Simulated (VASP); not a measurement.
# Li (P1) in VASP: a series of runs, part 2 of 2

VASP 6.6.1.

## (4) Single point, r2SCAN

POSCAR reads:

```
Li
1.0
    7.2053150000      0.0000000000      0.0000000000
    0.0000000000      7.2053150000      0.0000000000
    0.0000000000      0.0000000000      7.2053150000
Li
16
Direct
    0.0221503154     -0.0220809222     -0.0075916181
    0.5309691526     -0.0249815588     -0.0341275850
   -0.0156967461      0.5389216155     -0.0217061988
   -0.0734874187      0.0407060621      0.5098458568
    0.2190466343      0.2696065335      0.2947546360
    0.5081942982      0.5276660354     -0.0508513507
    0.4921922220     -0.0226777039      0.5328982841
    0.7507513551      0.2823332498      0.2482334221
   -0.0256616123      0.5060292298      0.5541603663
    0.2968780685      0.7532911469      0.3096602994
    0.2227522322      0.2449858195      0.7408975180
    0.5456943937      0.4914288966      0.4855304730
    0.8109569117      0.7506958405      0.2323007391
    0.7662954361      0.2636248381      0.7837270126
    0.2203373482      0.7280736512      0.7431874942
    0.7690711648      0.7318902782      0.6943346682
```

INCAR.step1 reads:

```
ALGO = Normal ; EDIFF = 1E-4
ENCUT = 520 ; GGA = PE
ISMEAR = -1 ; LASPH = True
LCHARG = False ; LREAL = Auto
LWAVE = True ; NBANDS = 38
NELM = 100 ; PREC = Accurate
SIGMA = 0.1
```

INCAR.step2 reads:

```
ALGO = Normal ; EDIFF = 1E-6
ENCUT = 520 ; ISIF = 2
ISMEAR = -1 ; ISTART = 1
LASPH = True ; LCHARG = True
LELF = True ; LMIXTAU = True
LREAL = Auto ; LVHAR = True
LWAVE = False ; METAGGA = R2SCAN
NBANDS = 38 ; NELM = 100
PREC = Accurate ; SIGMA = 0.1
```

KPOINTS reads:

```
k-points
0
Gamma
  2 2 2
```

Command:

```bash
> cat potpaw_PBE.64/Li_sv/POTCAR > POTCAR
> cp INCAR.step1 INCAR
> mpirun -np 1 vasp_std > vasp.out
> cp INCAR.step2 INCAR
> mpirun -np 1 vasp_std > vasp.out
```

Wall time 26 min (1 thread of Oxide Virtual Turin-like, shared host); peak memory 0.4 GiB.

Results (log left out):

```yaml
Free_energy: -36.8253 eV
Largest_force: 0.698 eV/Å
Band_gap_on_the_k_mesh: zero (bands 24 and 25 overlap by 0.81 eV)
```

Forces in eV/Å, atoms in the order of the input:
```
Li   0.006  0.156 -0.059
Li  -0.045  0.012  0.219
Li   0.146 -0.354  0.183
Li   0.285 -0.171  0.011
Li   0.013  0.022 -0.291
Li  -0.060 -0.009  0.197
Li   0.222  0.323  0.038
Li   0.027 -0.139 -0.229
Li   0.304 -0.299 -0.552
Li  -0.405 -0.137 -0.336
Li   0.178  0.089  0.042
Li  -0.139 -0.040  0.303
Li  -0.364 -0.016  0.283
Li  -0.103 -0.060 -0.055
Li   0.214  0.228 -0.190
Li  -0.279  0.396  0.435
```

Levels at points of the mesh, in eV from the Fermi level:
```tsv
k point	band 20	band 21	band 22	band 23	band 24	band 25	band 26	band 27
(0.00, 0.00, 0.00)	-1.06	-1.02	-0.97	-0.90	0.45	0.47	0.52	0.55
(0.50, 0.00, 0.00)	-0.64	-0.54	-0.47	-0.42	-0.36	-0.33	-0.22	1.06
(0.00, 0.50, 0.00)	-0.57	-0.53	-0.49	-0.42	-0.38	-0.36	-0.33	1.22
(0.00, 0.00, 0.50)	-0.60	-0.55	-0.52	-0.39	-0.35	-0.30	-0.24	1.01
(0.50, 0.50, 0.00)	-2.12	-0.25	-0.03	0.09	0.11	0.17	0.33	0.40
(0.00, 0.50, 0.50)	-2.11	-0.20	-0.07	-0.02	0.05	0.18	0.26	0.49
(0.50, 0.00, 0.50)	-2.07	-0.23	-0.09	0.07	0.10	0.16	0.20	0.44
(0.50, 0.50, 0.50)	-1.69	-1.60	-1.58	-1.50	-1.36	2.03	2.17	2.23
```

Caveat: the k points lie up to 0.44 Å⁻¹ apart, too coarse for converged energies and pressures of a metal; the PAW data sets were made with another functional, which shifts forces and pressure a little.

## (5) Single point, r2SCAN

POSCAR reads:

```
Li
1.0
    7.2053150000      0.0000000000      0.0000000000
    0.0000000000      7.2053150000      0.0000000000
    0.0000000000      0.0000000000      7.2053150000
Li
16
Direct
    0.0042746223     -0.0370559788     -0.0166404939
    0.5393518535     -0.0344884297     -0.0554451818
   -0.0051906128      0.5161328825     -0.0251758598
   -0.0940139328      0.0573881919      0.5211291942
    0.2604188713      0.2872879256      0.2491494126
    0.5030592000      0.5536190992     -0.0581515173
    0.5086522935      0.0204987568      0.5036143458
    0.7461436454      0.2300801561      0.2173395611
   -0.0301721715      0.5170211157      0.5480953990
    0.2791550404      0.7570800166      0.3182650585
    0.1665853609      0.2313986273      0.7467543057
    0.5556037453      0.4978824659      0.5268749527
    0.8024909390      0.7524861855      0.2671638922
    0.7577600702      0.2190188770      0.7990212780
    0.2133841477      0.7297807244      0.6969438533
    0.7409807899      0.7859475956      0.7359983568
```

INCAR.step1 reads:

```
SYSTEM = Li
PREC = Accurate
ENCUT = 520
ISMEAR = -1
SIGMA = 0.1
LREAL = Auto
LASPH = .True.
NELM = 100
NBANDS = 38
GGA = PE
ALGO = Normal
EDIFF = 1E-4
LWAVE = .True.
LCHARG = .False.
```

INCAR.step2 reads:

```
SYSTEM = Li
PREC = Accurate
ENCUT = 520
EDIFF = 1E-7
ISMEAR = -1
SIGMA = 0.1
LREAL = Auto
LASPH = .True.
NELM = 100
ALGO = Normal
ISIF = 2
LWAVE = .False.
LCHARG = .False.
METAGGA = R2SCAN
LMIXTAU = .True.
NBANDS = 38
ISTART = 1
```

KPOINTS reads:

```
Automatic mesh
0
Gamma
  2 2 2
  0 0 0
```

Command:

```bash
> cat potpaw_PBE.64/Li_sv/POTCAR > POTCAR
> cp INCAR.step1 INCAR
> mpirun -np 1 vasp_std > vasp.out
> cp INCAR.step2 INCAR
> mpirun -np 1 vasp_std > vasp.out
```

Run time: 33 min. Hardware: 1 thread of Oxide Virtual Turin-like, shared host; peak memory 0.41 GiB.

Results (log left out):

```
Free energy            : -36.5831 eV
Largest force          : 0.856 eV/Å
Band gap on the k mesh : zero (bands 24 and 25 overlap by 0.82 eV)
```

Forces in eV/Å, atoms in the order of the input:
```
Li   0.116 -0.037  0.168
Li  -0.646  0.203  0.524
Li  -0.114  0.033  0.170
Li   0.495 -0.276 -0.283
Li  -0.118 -0.072 -0.030
Li  -0.068 -0.305  0.268
Li  -0.077  0.055  0.129
Li   0.005  0.227 -0.089
Li  -0.192 -0.358 -0.299
Li  -0.137 -0.027 -0.388
Li   0.652  0.036 -0.082
Li  -0.125 -0.255 -0.073
Li  -0.302  0.004 -0.054
Li  -0.157  0.589  0.001
Li   0.234  0.399  0.309
Li   0.432 -0.217 -0.271
```

Levels at points of the mesh, in eV from the Fermi level:
```
           k point  band 21  band 22  band 23  band 24  band 25  band 26
(0.00, 0.00, 0.00)    -1.00    -0.93    -0.87     0.45     0.47     0.55
(0.50, 0.00, 0.00)    -0.61    -0.56    -0.36    -0.33    -0.27    -0.22
(0.00, 0.50, 0.00)    -0.54    -0.51    -0.43    -0.41    -0.37    -0.28
(0.00, 0.00, 0.50)    -0.57    -0.48    -0.41    -0.32    -0.24    -0.13
(0.50, 0.50, 0.00)    -0.16    -0.08    -0.01     0.12     0.20     0.28
(0.00, 0.50, 0.50)    -0.26    -0.06    -0.02     0.09     0.22     0.34
(0.50, 0.00, 0.50)    -0.27    -0.25     0.05     0.13     0.19     0.31
(0.50, 0.50, 0.50)    -1.57    -1.53    -1.45    -1.35     1.88     2.11
```

Caveat: the k points lie up to 0.44 Å⁻¹ apart, too coarse for converged energies and pressures of a metal; the atoms stand as in a frame of molecular dynamics; the PAW data sets were made with another functional, which shifts forces and pressure a little.

## (6) Single point, r2SCAN

POSCAR reads:

```
Li
1.0
    7.2053150000      0.0000000000      0.0000000000
    0.0000000000      7.2053150000      0.0000000000
    0.0000000000      0.0000000000      7.2053150000
Li
16
Direct
   -0.0185973826     -0.0453831651     -0.0102424391
    0.4998115974     -0.0390545035     -0.0279793458
    0.0124907794      0.5212679807     -0.0230385486
   -0.0669922134      0.0681580195      0.5097209490
    0.2670667417      0.3112841007      0.2095813993
    0.4781192772      0.5344943281     -0.0286316421
    0.5149809550      0.0703092092      0.4848781767
    0.7608411291      0.1851549863      0.2006574314
   -0.0423992567      0.5066954047      0.5259589622
    0.2440143144      0.7689462570      0.2974332142
    0.1867232730      0.2301356707      0.7430487078
    0.5440011991      0.4984098544      0.5520646911
    0.7493079761      0.7366922890      0.3019576521
    0.7238406648      0.2323423750      0.7986604333
    0.2144250460      0.7805626819      0.6970271251
    0.7628118965      0.8097494697      0.7628951684
```

INCAR.step1 reads:

```
SYSTEM = Li
PREC     = Accurate       ! precision mode
ENCUT    = 520            ! plane-wave cutoff, eV
ISMEAR   = -1             ! smearing method
SIGMA    = 0.1            ! smearing width, eV
LREAL    = Auto         
LASPH    = .True.         ! aspherical terms in the spheres
NELM     = 80             ! most SCF steps
NBANDS   = 38             ! bands
GGA      = PE             ! functional
ALGO     = Normal         ! electronic algorithm
EDIFF    = 1E-4           ! SCF threshold, eV
LWAVE    = .True.         ! write WAVECAR
LCHARG   = .False.        ! write CHGCAR
```

INCAR.step2 reads:

```
SYSTEM = Li
PREC     = Accurate       ! precision mode
ENCUT    = 520            ! plane-wave cutoff, eV
EDIFF    = 1E-6           ! SCF threshold, eV
ISMEAR   = -1             ! smearing method
SIGMA    = 0.1            ! smearing width, eV
LREAL    = Auto         
LASPH    = .True.         ! aspherical terms in the spheres
NELM     = 80             ! most SCF steps
ALGO     = Normal         ! electronic algorithm
ISIF     = 2              ! what is computed and relaxed
LWAVE    = .False.        ! write WAVECAR
LCHARG   = .False.        ! write CHGCAR
METAGGA  = R2SCAN         ! meta-GGA
LMIXTAU  = .True.       
NBANDS   = 38             ! bands
ISTART   = 1
```

KPOINTS reads:

```
regular mesh
0
Gamma
  2 2 2
  0 0 0
```

Potentials or basis: VASP PAW PBE potentials, release 64 (Li_sv).

Command:

```bash
> cat potpaw_PBE.64/Li_sv/POTCAR > POTCAR
> cp INCAR.step1 INCAR
> mpirun -np 1 vasp_std > vasp.out
> cp INCAR.step2 INCAR
> mpirun -np 1 vasp_std > vasp.out
```

Run time: 25 min. Hardware: 1 thread of Oxide Virtual Turin-like, shared host; peak memory 0.4 GiB.

It converged, with:

```
Free energy            : -36.8121 eV
Largest force          : 0.614 eV/Å
Band gap on the k mesh : zero (bands 24 and 25 overlap by 0.83 eV)
```

Forces on the atoms (eV/Å):
```
Li   0.470  0.198  0.342
Li  -0.437  0.023  0.222
Li  -0.293  0.106  0.002
Li   0.280 -0.256 -0.059
Li  -0.120 -0.345  0.309
Li   0.153  0.087 -0.011
Li  -0.191 -0.231  0.132
Li  -0.082  0.509 -0.093
Li   0.137 -0.245  0.007
Li  -0.007  0.098 -0.158
Li   0.378  0.029  0.184
Li  -0.292 -0.020 -0.086
Li  -0.122  0.222 -0.374
Li   0.125  0.204 -0.019
Li   0.143 -0.034  0.082
Li  -0.142 -0.346 -0.480
```

Levels at points of the mesh, in eV from the Fermi level:
```
           k point  band 19  band 20  band 21  band 22  band 23  band 24  band 25  band 26  band 27  band 28
(0.00, 0.00, 0.00)    -1.08    -1.05    -1.02    -0.96    -0.89     0.48     0.53     0.55     0.58     0.60
(0.50, 0.00, 0.00)    -0.67    -0.59    -0.56    -0.49    -0.42    -0.38    -0.35    -0.28     1.10     1.29
(0.00, 0.50, 0.00)    -0.62    -0.56    -0.55    -0.49    -0.45    -0.41    -0.34    -0.26     1.11     1.23
(0.00, 0.00, 0.50)    -0.72    -0.59    -0.54    -0.51    -0.49    -0.37    -0.30    -0.17     1.12     1.21
(0.50, 0.50, 0.00)    -2.20    -2.17    -0.16    -0.08     0.10     0.17     0.19     0.25     0.30     0.38
(0.00, 0.50, 0.50)    -2.22    -2.15    -0.18    -0.11    -0.09     0.13     0.20     0.38     0.43     0.55
(0.50, 0.00, 0.50)    -2.24    -2.13    -0.21    -0.11     0.01     0.09     0.19     0.29     0.42     0.58
(0.50, 0.50, 0.50)    -1.72    -1.64    -1.62    -1.55    -1.52    -1.47     2.00     2.24     2.25     2.41
```

Caveat: the k points lie up to 0.44 Å⁻¹ apart, too coarse for converged energies and pressures of a metal; the atoms stand as in a frame of molecular dynamics; the PAW data sets were made with another functional, which shifts forces and pressure a little.

## (7) Single point, r2SCAN

POSCAR reads:

```
Li
1.0
    7.2053150000      0.0000000000      0.0000000000
    0.0000000000      7.2053150000      0.0000000000
    0.0000000000      0.0000000000      7.2053150000
Li
16
Direct
    0.0068976859     -0.0527249676      0.0091737835
    0.4658644348     -0.0359873232      0.0162935278
    0.0262445153      0.5358683139     -0.0307689532
   -0.0417608390      0.0759716959      0.4951067372
    0.2498711021      0.3041504778      0.1965632314
    0.4727759994      0.5237661365     -0.0035251755
    0.5031008360      0.1178713214      0.4702362076
    0.7694181309      0.1824347721      0.1651836179
   -0.0426490722      0.4864325848      0.5269721032
    0.2288588355      0.7678776015      0.2495241360
    0.2205871638      0.2441253436      0.7495161558
    0.5169517224      0.5116500805      0.5413364995
    0.7049240734      0.7370947696      0.3029985504
    0.7026063399      0.2749220541      0.7873632173
    0.2150218276      0.8168275780      0.7138896773
    0.7509595347      0.7944690829      0.7494883985
```

INCAR.step1 reads:

```
SYSTEM = Li
PREC = Accurate ; ENCUT = 520
ISMEAR = -1 ; SIGMA = 0.1
LREAL = Auto ; LASPH = .TRUE.
NELM = 100 ; NBANDS = 38
GGA = PE ; ALGO = Normal
EDIFF = 1E-4 ; LWAVE = .TRUE.
LCHARG = .FALSE.
```

INCAR.step2 reads:

```
SYSTEM = Li
PREC = Accurate ; ENCUT = 520
EDIFF = 1E-7 ; ISMEAR = -1
SIGMA = 0.1 ; LREAL = Auto
LASPH = .TRUE. ; NELM = 100
ALGO = Normal ; ISIF = 2
LWAVE = .FALSE. ; LCHARG = .FALSE.
METAGGA = R2SCAN ; LMIXTAU = .TRUE.
NBANDS = 38 ; ISTART = 1
```

KPOINTS reads:

```
regular mesh
0
G
  2 2 2
  0 0 0
```

Command:

```bash
> cat potpaw_PBE.64/Li_sv/POTCAR > POTCAR
> cp INCAR.step1 INCAR
> mpirun -np 1 vasp_std > vasp.out
> cp INCAR.step2 INCAR
> mpirun -np 1 vasp_std > vasp.out
```

Wall time 38 min (1 thread of Oxide Virtual Turin-like, shared host); peak memory 0.41 GiB.

The run converged. Its results:

```
Free energy            : -36.7389 eV
Largest force          : 0.545 eV/Å
Band gap on the k mesh : zero (bands 24 and 25 overlap by 0.76 eV)
```

Forces on the atoms (eV/Å):
```
Li  -0.026  0.302 -0.059
Li   0.019  0.148 -0.198
Li  -0.331  0.022 -0.032
Li   0.012 -0.240 -0.014
Li  -0.163 -0.366  0.369
Li   0.150  0.230 -0.159
Li  -0.068 -0.407 -0.017
Li  -0.075  0.450  0.115
Li   0.142  0.084 -0.194
Li  -0.048 -0.073  0.533
Li   0.111  0.030  0.259
Li  -0.424  0.059 -0.044
Li   0.231  0.213 -0.333
Li   0.254 -0.258  0.049
Li   0.323 -0.211 -0.237
Li  -0.107  0.017 -0.037
```

Levels at points of the mesh, in eV from the Fermi level:
```csv
k point,band 20,band 21,band 22,band 23,band 24,band 25,band 26,band 27
"(0.00, 0.00, 0.00)",-1.09,-1.02,-0.93,-0.85,0.41,0.48,0.54,0.58
"(0.50, 0.00, 0.00)",-0.63,-0.49,-0.47,-0.46,-0.42,-0.34,-0.32,1.20
"(0.00, 0.50, 0.00)",-0.61,-0.53,-0.50,-0.43,-0.41,-0.32,-0.24,1.11
"(0.00, 0.00, 0.50)",-0.60,-0.57,-0.50,-0.46,-0.38,-0.35,-0.27,1.17
"(0.50, 0.50, 0.00)",-2.23,-0.03,0.04,0.08,0.08,0.13,0.18,0.23
"(0.00, 0.50, 0.50)",-2.18,-0.26,-0.11,-0.02,0.10,0.17,0.25,0.45
"(0.50, 0.00, 0.50)",-2.17,-0.17,-0.07,-0.01,0.08,0.20,0.23,0.37
"(0.50, 0.50, 0.50)",-1.68,-1.64,-1.60,-1.54,-1.51,2.08,2.16,2.34
```

Caveat: the k points lie up to 0.44 Å⁻¹ apart, too coarse for converged energies and pressures of a metal; the atoms stand as in a frame of molecular dynamics; the PAW data sets were made with another functional, which shifts forces and pressure a little.

## (8) Summary

| cell | gap on the mesh (eV) | largest force (eV/Å) |
| --- | --- | --- |
| as given, atomic positions A | none | 0.34 |
| as given, atomic positions B | none | 0.71 |
| as given, atomic positions C | none | 0.70 |
| as given, atomic positions D | none | 0.86 |
| as given, atomic positions E | none | 0.61 |
| as given, atomic positions F | none | 0.54 |

Alike in all rows: task single point; level r2SCAN; potentials or basis VASP PAW PBE potentials, release 64 (Li_sv); no spin polarisation; k mesh 2 × 2 × 2; cutoff (eV) 520; smearing fermi-dirac 0.1 eV.

Caveats: all runs use coarse meshes; the PAW data sets were made with another functional, which shifts forces and pressure a little; the atoms stand as in a frame of molecular dynamics (at least some runs).

Absolute energies hang on the potentials; compare differences alone.
